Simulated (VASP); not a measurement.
# WC (Cm) in VASP: single point with r2SCAN

Aim: the single point of WC with r2SCAN.

Everything below comes from runs of VASP 6.6.1. Logs are shortened: lines on timing, memory, paths and dates and some standing lists are left out, and cuts for length are marked.

### 1 The cell of the first run

The structure is monoclinic, space group Cm (No. 8). The conventional cell has a = 5.371 Å, b = 3.101 Å, c = 3.101 Å, α = 90.00°, β = 125.26°, γ = 90.00°. Within 2.3 Å of W (site symmetry m) lie 3 C at 1.70 to 1.92 Å. C (site symmetry m) has 3 W at 1.70 to 1.92 Å within 2.3 Å.

### 2 Single point, r2SCAN (atom 2 (C) moved by (-0.600, -0.600) A along [1 1 0] and z)

File POSCAR:

```
WC
1.0
    0.0000000000      2.1926840000      2.1926840000
    2.1926840000      0.0000000000      2.1926840000
    2.1926840000      2.1926840000      0.0000000000
W C
1 1
Direct
    0.0000000000      0.0000000000      0.0000000000
    0.3631813795      0.3631813795      0.4433278718
```

File INCAR.step1:

```
SYSTEM = WC
PREC     = Accurate       ! precision mode
ENCUT    = 520            ! plane-wave cutoff, eV
ISMEAR   = 0              ! smearing method
SIGMA    = 0.15           ! smearing width, eV
LREAL    = .FALSE.        ! projectors in reciprocal space
LASPH    = .TRUE.         ! aspherical terms in the spheres
NELM     = 80             ! most SCF steps
NBANDS   = 16             ! bands
GGA      = PE             ! functional
ALGO     = Normal         ! electronic algorithm
EDIFF    = 1E-4           ! SCF threshold, eV
LWAVE    = .TRUE.         ! write WAVECAR
LCHARG   = .FALSE.        ! write CHGCAR
```

File INCAR.step2:

```
SYSTEM = WC
PREC     = Accurate       ! precision mode
ENCUT    = 520            ! plane-wave cutoff, eV
EDIFF    = 1E-6           ! SCF threshold, eV
ISMEAR   = 0              ! smearing method
SIGMA    = 0.15           ! smearing width, eV
LREAL    = .FALSE.        ! projectors in reciprocal space
LASPH    = .TRUE.         ! aspherical terms in the spheres
NELM     = 80             ! most SCF steps
ALGO     = Normal         ! electronic algorithm
ISIF     = 2              ! what is computed and relaxed
LWAVE    = .FALSE.        ! write WAVECAR
LCHARG   = .FALSE.        ! write CHGCAR
METAGGA  = R2SCAN         ! meta-GGA
LMIXTAU  = .TRUE.       
NBANDS   = 16             ! bands
ISTART   = 1
```

File KPOINTS:

```
Automatic mesh
0
G
  18 18 18
  0 0 0
```

Potentials or basis: VASP PAW PBE potentials, release 64 (W_sv, C).

Run with:

```console
cat potpaw_PBE.64/W_sv/POTCAR potpaw_PBE.64/C/POTCAR > POTCAR
cp INCAR.step1 INCAR
mpirun -np 1 vasp_std > vasp.out
cp INCAR.step2 INCAR
mpirun -np 1 vasp_std > vasp.out
```

OUTCAR:

```text
SYSTEM = WC
   PREC = Accurate
   ENCUT = 520
   EDIFF = 1E-6
   ISMEAR = 0
   LREAL = .FALSE.
   LASPH = .TRUE.
   NELM = 80
   ISIF = 2
   METAGGA = R2SCAN
   ISTART = 1

 ion  position               nearest neighbor table
   1  0.000  0.000  0.000-   2 1.70   2 1.92   2 1.92   2 2.72   2 2.72
   2  0.363  0.363  0.443-   1 1.70   1 1.92   1 1.92   1 2.72   1 2.72

  LATTYP: Found a face centered cubic cell.
 ALAT       =     4.3853680000

  Lattice vectors:

 A1 = (   0.0000000000,   2.1926840000,   2.1926840000)
 A2 = (   2.1926840000,   0.0000000000,   2.1926840000)
 A3 = (   2.1926840000,   2.1926840000,   0.0000000000)

Analysis of symmetry for initial positions (statically):
=====================================================================
 Subroutine PRICEL returns:
 Original cell was already a primitive cell.

 Routine SETGRP: Setting up the symmetry group for a
 face centered cubic supercell.

 Subroutine GETGRP returns: Found  2 space group operations
 (whereof  2 operations were pure point group operations)
 out of a pool of 48 trial point group operations.

The static configuration has the point symmetry C_1h.

Analysis of symmetry for dynamics (positions and initial velocities):
=====================================================================
 Subroutine PRICEL returns:
 Original cell was already a primitive cell.

 Routine SETGRP: Setting up the symmetry group for a
 face centered cubic supercell.

 Subroutine GETGRP returns: Found  2 space group operations
 (whereof  2 operations were pure point group operations)
 out of a pool of 48 trial point group operations.

The dynamic configuration has the point symmetry C_1h.

 Subroutine INISYM returns: Found  2 space group operations
 (whereof  2 operations are pure point group operations),
 and found     1 'primitive' translations

----------------------------------------------------------------------------------------

                                     Primitive cell

  volume of cell :      21.0842

  direct lattice vectors                    reciprocal lattice vectors
     0.000000000  2.192684000  2.192684000    -0.228031034  0.228031034  0.228031034
     2.192684000  0.000000000  2.192684000     0.228031034 -0.228031034  0.228031034
     2.192684000  2.192684000  0.000000000     0.228031034  0.228031034 -0.228031034

  length of vectors
     3.100923451  3.100923451  3.100923451     0.394961337  0.394961337  0.394961337

  position of ions in fractional coordinates (direct lattice)
     0.000000000  0.000000000  0.000000000
     0.363181379  0.363181379  0.443327872

  ion indices of the primitive-cell ions
   primitive index   ion index
                 1           1
                 2           2

----------------------------------------------------------------------------------------

 KPOINTS: Automatic mesh

Automatic generation of k-mesh.
 Grid dimensions read from file:
 generate k-points for:   18   18   18

 Generating k-lattice:

  Cartesian coordinates                     Fractional coordinates (reciprocal lattice)
    -0.012668391  0.012668391  0.012668391     0.055555556  0.000000000  0.000000000
     0.012668391 -0.012668391  0.012668391     0.000000000  0.055555556  0.000000000
     0.012668391  0.012668391 -0.012668391     0.000000000  0.000000000  0.055555556

  Length of vectors
     0.021942296  0.021942296  0.021942296

  Shift w.r.t. Gamma in fractional coordinates (k-lattice)
     0.000000000  0.000000000  0.000000000

 Subroutine IBZKPT returns following result:
 ===========================================

 Found   1550 irreducible k-points:

 Following reciprocal coordinates:
            Coordinates               Weight
  0.000000  0.000000  0.000000      1.000000
  0.055556  0.000000  0.000000      4.000000
  0.000000  0.000000  0.055556      2.000000
  0.055556  0.055556  0.055556      2.000000
  0.111111  0.000000  0.000000      4.000000
  0.000000  0.000000  0.111111      2.000000
[... 16 lines left out ...]
  0.444444  0.000000  0.000000      4.000000
  0.000000  0.000000  0.444444      2.000000
 [... further k-points ...]
   k-points           NKPTS =   1550   k-points in BZ     NKDIM =   1550   number of bands    NBANDS=     16
   number of dos      NEDOS =    301   number of ions     NIONS =      2
   total plane-waves  NPLWV =  13824
   dimension x,y,z NGX =    24 NGY =   24 NGZ =   24
   dimension x,y,z NGXF=    48 NGYF=   48 NGZF=   48
   ions per type =               1   1
   NGX,Y,Z   is equivalent  to a cutoff of  12.87, 12.87, 12.87 a.u.
   NGXF,Y,Z  is equivalent  to a cutoff of  25.73, 25.73, 25.73 a.u.
 SYSTEM =  WC
   PREC   = accura    normal or accurate (medium, high low for compatibility)
   ISTART =      1    job   : 0-new  1-cont  2-samecut
   ICHARG =      0    charge: 1-file 2-atom 10-const
   ISPIN  =      1    spin polarized calculation?
   LNONCOLLINEAR =      F non collinear calculations
   LSORBIT =      F    spin-orbit coupling
   LASPH  =      T    aspherical Exc in radial PAW
   ENCUT  =  520.0 eV  38.22 Ry    6.18 a.u.   5.77  5.77  5.77*2*pi/ulx,y,z
   NELM   =     80;   NELMIN=  2; NELMDL=  0     # of ELM steps
   EDIFF  = 0.1E-05   stopping-criterion for ELM
   LREAL  =      F    real-space projection
   EDIFFG = 0.1E-04   stopping-criterion for IOM
   NSW    =      0    number of steps for IOM
   IBRION =     -1    ionic relax: 0-MD 1-quasi-New 2-CG
   NFREE  =      0    steps in history (QN), initial steepest desc. (CG)
   ISIF   =      2    stress and relaxation
   ISYM   =      2    0-nonsym 1-usesym 2-fastsym
   POTIM  = 0.5000    time-step for ionic-motion
   TEBEG  =    0.0;   TEEND  =   0.0 temperature during run
   PSTRESS=    0.0 pullay stress
   NELECT =      18.0000    total number of electrons
   NUPDOWN=      -1.0000    fix difference up-down
   EMIN   =  10.00;   EMAX   =-10.00  energy-range for DOS
   EFERMI =   0.00;   METHOD = LEGACY
   ISMEAR =     0;   SIGMA  =   0.15  broadening in eV -4-tet -1-fermi 0-gaus
   EFERMI_NEDOS =   21; number of points for ismear=-14 and -15
   IALGO  =     38    algorithm
   IMIX   =      4    mixing-type and parameters
     AMIX     =   0.40;   BMIX     =  1.00
     AMIX_MAG =   1.60;   BMIX_MAG =  1.00
  volume/ion in A,a.u.               =      10.54        71.14
  Fermi-wavevector in a.u.,A,eV,Ry     =   1.553029  2.934800 32.815887  2.411900
  Thomas-Fermi vector in A             =   2.657319
   LORBIT       =      0    0 simple, 1 ext, 2 COOP (PROOUT), +10 PAW based schemes
   METAGGA = R2SCAN    functional components
   LHFCALC =     F    Hartree Fock is set to
   AEXX    =    0.0000 exact exchange contribution
   IVDW    =     0    specifies the selected vdW correction
   LEPSILON=     F    determine dielectric tensor
   LRPA    =     F    only Hartree local field effects (RPA)
 non-spin polarized calculation
 Gauss-broadening in eV      SIGMA  =   0.15
  energy-cutoff  :      520.00
  volume of cell :       21.08
 maximum number of plane-waves:       588
   NGX = 11   NGY = 11   NGZ = 11

 number of electron      18.0000000 magnetization

 Free energy of the ion-electron system (eV)
  ---------------------------------------------------
  ext. energy  EPLUGINS =         0.00000000
  ---------------------------------------------------
  free energy    TOTEN  =       -57.66446264 eV

  energy without entropy =      -57.65338507  energy(sigma->0) =      -57.65892385

 E-fermi :  11.8834     XC(G=0): -14.5581

 val. band max:       11.8821180997   @ k =   0.1111  -0.4444   0.2778
 cond. band min:      11.8868299636   @ k =   0.1667  -0.2778  -0.0556
 fundamental gap:      0.0047118640
 Fermi energy:        11.8834353282

 k-point     1 :       0.0000    0.0000    0.0000
  band No.  band energies     occupation
      1     -64.4287      2.00000
      2     -28.3154      2.00000
      3     -27.9964      2.00000
      4     -27.8600      2.00000
      5      -4.3114      2.00000
      6       4.8425      2.00000
[... 8 lines left out ...]
     15      23.9348      0.00000
     16      31.9850      0.00000

 k-point     2 :       0.0556    0.0000    0.0000
  band No.  band energies     occupation
      1     -64.4273      2.00000
      2     -28.3250      2.00000
      3     -28.0133      2.00000
      4     -27.8629      2.00000
      5      -4.2197      2.00000
      6       4.7970      2.00000
[... 8 lines left out ...]
     15      24.2207      0.00000
     16      31.5057      0.00000

 k-point     3 :       0.0000    0.0000    0.0556
  band No.  band energies     occupation
      1     -64.4273      2.00000
      2     -28.3355      2.00000
      3     -28.0006      2.00000
      4     -27.8665      2.00000
      5      -4.2104      2.00000
      6       4.9234      2.00000
[... 8 lines left out ...]
     15      24.1991      0.00000
     16      31.5020      0.00000

 k-point     4 :       0.0556    0.0556    0.0556
  band No.  band energies     occupation
      1     -64.4274      2.00000
      2     -28.3183      2.00000
      3     -27.9987      2.00000
      4     -27.8781      2.00000
      5      -4.2453      2.00000
      6       4.8155      2.00000
[... 8 lines left out ...]
     15      24.2678      0.00000
     16      32.0299      0.00000
[... 324 lines left out ...]
 k-point    22 :       0.3889    0.3889    0.3889
  band No.  band energies     occupation
      1     -64.3918      2.00000
      2     -28.4757      2.00000
      3     -28.2927      2.00000
      4     -28.0623      2.00000
      5      -2.3239      2.00000
      6       3.9383      2.00000
[... 8 lines left out ...]
     15      24.4468      0.00000
     16      27.0600      0.00000

 k-point    23 :       0.4444    0.0000    0.0000
  band No.  band energies     occupation
      1     -64.3840      2.00000
      2     -28.8372      2.00000
      3     -28.2906      2.00000
      4     -27.9459      2.00000
      5      -1.0561      2.00000
      6       3.2694      2.00000
[... 8 lines left out ...]
     15      26.5157      0.00000
     16      30.7707      0.00000

 k-point    24 :       0.0000    0.0000    0.4444
  band No.  band energies     occupation
      1     -64.3832      2.00000
      2     -28.9914      2.00000
      3     -28.1268      2.00000
      4     -27.9964      2.00000
      5      -0.3830      2.00000
      6       3.0173      2.00000
[... 8 lines left out ...]
     15      26.4119      0.00000
     16      30.3012      0.00000

 [... further k-points ...]
[... 5 lines left out ...]
  --------------------------------------------------------------------------------------
  -------------------------------------------------------------------------------------
  Total        7.5267011      7.5267011     18.2941390     -2.3723731     -6.3485874     -6.3485966
  in kB      571.9487470    571.9487470   1390.1588149   -180.2749723   -482.4247160   -482.4254115
  external PRESSURE =     844.6854363 kB  Pullay stress =       0.0000000 kB

 VOLUME and BASIS-vectors are now :
 -----------------------------------------------------------------------------
  energy-cutoff  :      520.00
  volume of cell :       21.08
      direct lattice vectors                 reciprocal lattice vectors
     0.000000000  2.192684000  2.192684000    -0.228031034  0.228031034  0.228031034
     2.192684000  0.000000000  2.192684000     0.228031034 -0.228031034  0.228031034
     2.192684000  2.192684000  0.000000000     0.228031034  0.228031034 -0.228031034

 POSITION                                       TOTAL-FORCE (eV/Angst)
 -----------------------------------------------------------------------------------
      0.00000      0.00000      0.00000        -0.378530     -0.378530     -8.611973
      1.76842      1.76842      1.59268         0.378530      0.378530      8.611973
 -----------------------------------------------------------------------------------
    total drift:                               -0.000218     -0.000218     -0.000781

  FREE ENERGIE OF THE ION-ELECTRON SYSTEM (eV)
  ---------------------------------------------------
  free  energy   TOTEN  =       -57.6644626366 eV

  energy  without entropy=      -57.6533850707  energy(sigma->0) =      -57.65892385
```

Run time: 16 min. Hardware: 1 thread of AMD EPYC 9R45 (Zen 5), shared host; peak memory 0.55 GiB.

Results:

- Free energy: -57.6645 eV
- Pressure: 84.5 GPa
- Largest force: 8.629 eV/Å
- Band gap on the k mesh: zero (bands 9 and 10 overlap by 3.60 eV)

Forces on the atoms (eV/Å):
```
W   -0.379 -0.379 -8.612
C    0.379  0.379  8.612
```

Stress tensor (GPa, compression positive):
```
 57.19 -18.03 -48.24
-18.03  57.19 -48.24
-48.24 -48.24 139.02
```

Caveat: the cell differs from its parent crystal (atom 2 (C) moved by (-0.600, -0.600) A along [1 1 0] and z); the stress differs along the axes, from 57 to 139 GPa; the PAW data sets were made with another functional, which shifts forces and pressure a little; spin-orbit coupling is left out, which moves the levels of the heavy elements.
